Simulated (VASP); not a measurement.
# Mg (P6_3/mmc) in VASP: further runs, part 3 of 3

VASP 6.6.1.

### 5 Electric field gradients, PBEsol (volume scaled by 0.99)

Contents of INCAR:

```
SYSTEM = Mg
  ALGO = Normal
  EDIFF = 1E-8
  ENCUT = 520
  GGA = PS
  ISIF = 2
  ISMEAR = -1
  LASPH = .TRUE.
  LCHARG = .FALSE.
  LEFG = .TRUE.
  LREAL = .FALSE.
  LWAVE = .FALSE.
  NBANDS = 9
  NELM = 60
  PREC = Accurate
  SIGMA = 0.08
```

Contents of KPOINTS:

```
k-points
0
G
  12 12 7
  0 0 0
```

Contents of POSCAR:

```
Mg
1.0
    3.1985381027      0.0000000000      0.0000000000
   -1.5992690513      2.7700152519      0.0000000000
    0.0000000000      0.0000000000      5.1929040170
Mg
2
Direct
    0.3333333333      0.6666666667      0.2500000000
    0.6666666667      0.3333333333      0.7500000000
```

Potentials or basis: VASP PAW PBE potentials, release 64 (Mg).

Run with:

```
cat potpaw_PBE.64/Mg/POTCAR > POTCAR
mpirun -np 1 vasp_std > vasp.out
```

OUTCAR:

```text
SYSTEM = Mg
   EDIFF = 1E-8
   ENCUT = 520
   GGA = PS
   ISIF = 2
   ISMEAR = -1
   LASPH = .TRUE.
   LREAL = .FALSE.
   NELM = 60
   PREC = Accurate

 ion  position               nearest neighbor table
   1  0.333  0.667  0.250-   2 3.19   2 3.19   2 3.19   2 3.19   2 3.19   2 3.19
   2  0.667  0.333  0.750-   1 3.19   1 3.19   1 3.19   1 3.19   1 3.19   1 3.19

  LATTYP: Found a hexagonal cell.
 ALAT       =     3.1985381027
 C/A-ratio  =     1.6235242008

  Lattice vectors:

 A1 = (   3.1985381027,   0.0000000000,   0.0000000000)
 A2 = (  -1.5992690513,   2.7700152519,   0.0000000000)
[... 503 lines left out ...]
  free  energy   TOTEN  =        -3.4537018228 eV

  energy  without entropy=       -3.4358139366  energy(sigma->0) =       -3.44475788

 Electric field gradients (V/A^2)
---------------------------------------------------------------------
 ion       V_xx      V_yy      V_zz      V_xy      V_xz      V_yz
---------------------------------------------------------------------
   1      -0.485    -0.485     0.971    -0.000    -0.000     0.000
   2      -0.485    -0.485     0.971    -0.000     0.000    -0.000
---------------------------------------------------------------------

 Electric field gradients after diagonalization (V/A^2)
 (convention: |V_zz| > |V_xx| > |V_yy|)
----------------------------------------------------------------------
 ion       V_xx      V_yy      V_zz     asymmetry (V_yy - V_xx)/ V_zz
----------------------------------------------------------------------
   1      -0.485    -0.485     0.971       0.000
   2      -0.485    -0.485     0.971       0.000
----------------------------------------------------------------------

           NMR quadrupolar parameters

 Cq : quadrupolar parameter    Cq=e*Q*V_zz/h
 eta: asymmetry parameters     (V_yy - V_xx)/ V_zz
 Q  : nuclear electric quadrupole moment in mb (millibarn)
----------------------------------------------------------------------
 ion       Cq(MHz)       eta       Q (mb)
----------------------------------------------------------------------
   1       0.002       0.000       1.000
   2       0.002       0.000       1.000
----------------------------------------------------------------------
```

stdout:

```text
POSCAR found type information on POSCAR Mg
 POSCAR found :  1 types and       2 ions
 scaLAPACK will be used
 -----------------------------------------------------------------------------
|                                                                             |
|                                                                             |
|     You enforced a specific xc type in the INCAR file but a different       |
|     I HOPE YOU KNOW WHAT YOU ARE DOING!                                     |
|                                                                             |
 -----------------------------------------------------------------------------

 LDA part: xc-table for (Slater+PW92), standard interpolation
 POSCAR, INCAR and KPOINTS ok, starting setup
 FFT: planning ... GRIDC
 FFT: planning ... GRID_SOFT
 FFT: planning ... GRID
 WAVECAR not read
 entering main loop
ion   1

ion   2
```

Run time: 10 s. Hardware: 1 thread of Intel Xeon Platinum 8559C (Emerald Rapids), shared host; peak memory 0.17 GiB.

What came out:

| Item | Value |
| --- | --- |
| Free energy | -3.4537 eV |
| Pressure | -0.8 GPa |
| Band gap on the k mesh | zero (band 2 reaches 3.58 eV, above the bottom of band 3 at 1.34 eV) |

Electric field gradients, principal values (V/Å²):
```tsv
atom	least	middle	greatest (by size)
1 Mg	-0.485	-0.485	0.971
2 Mg	-0.485	-0.485	0.971
```

Caveat: without QUAD_EFG the Cq values of the log hold for a quadrupole moment of 1 mb, not for the nuclei; the PAW data sets were made with another functional, which shifts forces and pressure a little.

### 6 Electric field gradients, PBEsol (volume scaled by 0.99)

Contents of INCAR:

```
  ALGO = Normal
  EDIFF = 1E-8
  ENCUT = 520
  GGA = PS
  ISIF = 2
  ISMEAR = -1
  LASPH = T
  LCHARG = F
  LEFG = T
  LREAL = F
  LWAVE = F
  NBANDS = 9
  NELM = 100
  PREC = Accurate
  SIGMA = 0.08
```

Contents of KPOINTS:

```
k-points
0
Gamma
  12 12 7
```

POSCAR is that of step 5.

Potentials or basis: VASP PAW PBE potentials, release 64 (Mg).

Run with:

```
cat potpaw_PBE.64/Mg/POTCAR > POTCAR
mpirun -np 1 vasp_std > vasp.out
```

OUTCAR:

```text
EDIFF = 1E-8
   ENCUT = 520
   GGA = PS
   ISIF = 2
   ISMEAR = -1
   LASPH = T
   LREAL = F
   NELM = 100
   PREC = Accurate

 ion  position               nearest neighbor table
   1  0.333  0.667  0.250-   2 3.19   2 3.19   2 3.19   2 3.19   2 3.19   2 3.19
   2  0.667  0.333  0.750-   1 3.19   1 3.19   1 3.19   1 3.19   1 3.19   1 3.19

  LATTYP: Found a hexagonal cell.
 ALAT       =     3.1985381027
 C/A-ratio  =     1.6235242008

  Lattice vectors:

 A1 = (   3.1985381027,   0.0000000000,   0.0000000000)
 A2 = (  -1.5992690513,   2.7700152519,   0.0000000000)
 A3 = (   0.0000000000,   0.0000000000,   5.1929040170)

Analysis of symmetry for initial positions (statically):
=====================================================================
 Subroutine PRICEL returns:
 Original cell was already a primitive cell.

 Routine SETGRP: Setting up the symmetry group for a
[... 479 lines left out ...]
  energy-cutoff  :      520.00
  volume of cell :       46.01
      direct lattice vectors                 reciprocal lattice vectors
     3.198538103  0.000000000  0.000000000     0.312642829  0.180504421  0.000000000
    -1.599269051  2.770015252  0.000000000     0.000000000  0.361008843  0.000000000
     0.000000000  0.000000000  5.192904017     0.000000000  0.000000000  0.192570476

 POSITION                                       TOTAL-FORCE (eV/Angst)
 -----------------------------------------------------------------------------------
     -0.00000      1.84668      1.29823        -0.000000      0.000000      0.000000
      1.59927      0.92334      3.89468         0.000000     -0.000000      0.000000
 -----------------------------------------------------------------------------------
    total drift:                                0.000000     -0.000000      0.000000

  FREE ENERGIE OF THE ION-ELECTRON SYSTEM (eV)
  ---------------------------------------------------
  free  energy   TOTEN  =        -3.4537018228 eV

  energy  without entropy=       -3.4358139366  energy(sigma->0) =       -3.44475788

 Electric field gradients (V/A^2)
---------------------------------------------------------------------
 ion       V_xx      V_yy      V_zz      V_xy      V_xz      V_yz
---------------------------------------------------------------------
   1      -0.485    -0.485     0.971    -0.000    -0.000     0.000
   2      -0.485    -0.485     0.971    -0.000     0.000    -0.000
---------------------------------------------------------------------

 Electric field gradients after diagonalization (V/A^2)
 (convention: |V_zz| > |V_xx| > |V_yy|)
----------------------------------------------------------------------
 ion       V_xx      V_yy      V_zz     asymmetry (V_yy - V_xx)/ V_zz
----------------------------------------------------------------------
   1      -0.485    -0.485     0.971       0.000
   2      -0.485    -0.485     0.971       0.000
----------------------------------------------------------------------

           NMR quadrupolar parameters

 Cq : quadrupolar parameter    Cq=e*Q*V_zz/h
 eta: asymmetry parameters     (V_yy - V_xx)/ V_zz
 Q  : nuclear electric quadrupole moment in mb (millibarn)
----------------------------------------------------------------------
 ion       Cq(MHz)       eta       Q (mb)
----------------------------------------------------------------------
   1       0.002       0.000       1.000
   2       0.002       0.000       1.000
----------------------------------------------------------------------
```

OSZICAR:

```text
N       E                     dE             d eps       ncg     rms          rms(c)
DAV:   1    -0.660946598180E+00   -0.66095E+00   -0.13189E+03  1368   0.314E+02
DAV:   2    -0.343817149600E+01   -0.27772E+01   -0.26801E+01  1896   0.277E+01
DAV:   3    -0.347369850108E+01   -0.35527E-01   -0.35390E-01  1734   0.268E+00
DAV:   4    -0.347383439685E+01   -0.13590E-03   -0.13589E-03  1859   0.149E-01
DAV:   5    -0.347383471894E+01   -0.32209E-06   -0.32215E-06  1662   0.723E-03    0.968E-01
DAV:   6    -0.346332398271E+01    0.10511E-01   -0.61993E-04  1568   0.160E-01    0.616E-01
DAV:   7    -0.345369690597E+01    0.96271E-02   -0.25705E-03  1437   0.290E-01    0.319E-02
DAV:   8    -0.345370239301E+01   -0.54870E-05   -0.19453E-05  1947   0.269E-02    0.641E-03
DAV:   9    -0.345370199395E+01    0.39907E-06   -0.91990E-07  1534   0.408E-03    0.566E-04
DAV:  10    -0.345370185007E+01    0.14387E-06   -0.42813E-09  1801   0.358E-04    0.163E-04
DAV:  11    -0.345370182362E+01    0.26447E-07   -0.32947E-10   913   0.130E-04    0.102E-05
DAV:  12    -0.345370182283E+01    0.79835E-09   -0.78516E-12   802   0.150E-05
   1 F= -.34537018E+01 E0= -.34447579E+01  d E =-.178879E-01
```

Run time: 11 s. Hardware: 1 thread of Intel Xeon Platinum 8559C (Emerald Rapids), shared host; peak memory 0.16 GiB.

Results:

| Item | Value |
| --- | --- |
| Free energy | -3.4537 eV |
| Pressure | -0.8 GPa |
| Band gap on the k mesh | zero (band 2 reaches 3.58 eV, above the bottom of band 3 at 1.34 eV) |

Levels at points of the mesh, in eV from the Fermi level:
```tsv
k point	band 1	band 2	band 3	band 4	band 5	band 6
(0.00, 0.00, 0.00)	-6.88	-1.64	-1.20	10.95	10.95	11.07
(0.50, 0.00, 0.00)	-2.10	-2.08	2.70	3.06	3.31	3.73
```

Electric field gradients, principal values (V/Å²):
```tsv
atom	least	middle	greatest (by size)
1 Mg	-0.485	-0.485	0.971
2 Mg	-0.485	-0.485	0.971
```

Caveat: without QUAD_EFG the Cq values of the log hold for a quadrupole moment of 1 mb, not for the nuclei; the PAW data sets were made with another functional, which shifts forces and pressure a little.

### 7 The runs side by side

| cell | gap on the mesh (eV) | pressure (GPa) |
| --- | --- | --- |
| a = 3.145, b = 3.145, c = 5.210 Å, angles 90.0, 90.0, 120.0°, 2 atoms | none | 0.3 |
| a = 3.113, b = 3.113, c = 5.210 Å, angles 90.0, 90.0, 120.0°, 2 atoms | none | 1.2 |
| a = 3.166, b = 3.166, c = 5.140 Å, angles 90.0, 90.0, 120.0°, 2 atoms | none | 0.3 |
| a = 3.199, b = 3.199, c = 5.193 Å, angles 90.0, 90.0, 120.0°, 2 atoms | none | -0.8 |

Alike in all rows: task electric field gradients; level PBEsol; potentials or basis VASP PAW PBE potentials, release 64 (Mg); no spin polarisation; k mesh 12 × 12 × 7; cutoff (eV) 520; smearing fermi-dirac 0.08 eV.

Caveats: the PAW data sets were made with another functional, which shifts forces and pressure a little.

Absolute energies hang on the potentials; compare differences alone.
